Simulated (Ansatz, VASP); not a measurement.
# Cu: VASP beside Ansatz

The input INCAR:

```
SYSTEM = Cu
ALGO = Normal
EDIFF = 1E-6
ENCUT = 520
ISIF = 2
ISMEAR = 1
LASPH = .TRUE.
LCHARG = .FALSE.
LREAL = .FALSE.
LWAVE = .FALSE.
NBANDS = 12
NELM = 80
PREC = Accurate
SIGMA = 0.03
```

KPOINTS

```
k-points
0
G
  15 15 15
  0 0 0
```

POSCAR

```
Cu
1.0
    0.0000000000      1.7588202533      1.7588202533
    1.7588202533      0.0000000000      1.7588202533
    1.7588202533      1.7588202533      0.0000000000
Cu
1
Direct
    0.0000000000      0.0000000000      0.0000000000
```

Input for Ansatz:

```yaml
crystal:
  lattice:
    - [0.0, 1.7588202533, 1.7588202533]
    - [1.7588202533, 0.0, 1.7588202533]
    - [1.7588202533, 1.7588202533, 0.0]
  atoms:
    - { symbol: Cu, position: [0.0, 0.0, 0.0] }
hamiltonian:
  xc: lda
  pseudopotentials:
    kind: paw
    azcp:
      Cu: "pseudopotentials/Cu.paw.azcp"
basis:
  ecutwfc: 420
  fft_grid_basis: typed
kpoints:
  mp_grid: { grid: [15, 15, 15], shift: [0, 0, 0] }
magnetization:
  spin_polarized: false
scf:
  occupations: { method: methfessel_paxton, width: 0.03 }
  lower_state_search: "off"
output:
  stress: true
```

Alike in both runs: task single point; functional LDA; k mesh 15 × 15 × 15; occupations methfessel-paxton of order 1, width 0.03 eV; no spin polarisation.

|  | VASP | Ansatz |
| --- | --- | --- |
| version | VASP 6.6.1 | Ansatz 0.2.0 |
| potentials or method | VASP PAW LDA potentials, release 64 (Cu), cutoff 520 eV | plane waves (420 eV) with PAW, scalar-relativistic |
| valence electrons in the cell | 11 | 19 |

Ansatz gave:

```
pressure (GPa) : -0.1
```

Problem. Which values does VASP return?

Solution. Pressure (GPa): 0.7.

Ansatz warns that its potentials were made for another functional, while VASP's fit it. LDA's correlation is that of Perdew and Zunger in VASP and of Perdew and Wang (1992) in Ansatz. VASP's potentials hold 11 valence electrons a cell and Ansatz's 19, so a difference there can come from the potentials and not from the codes.
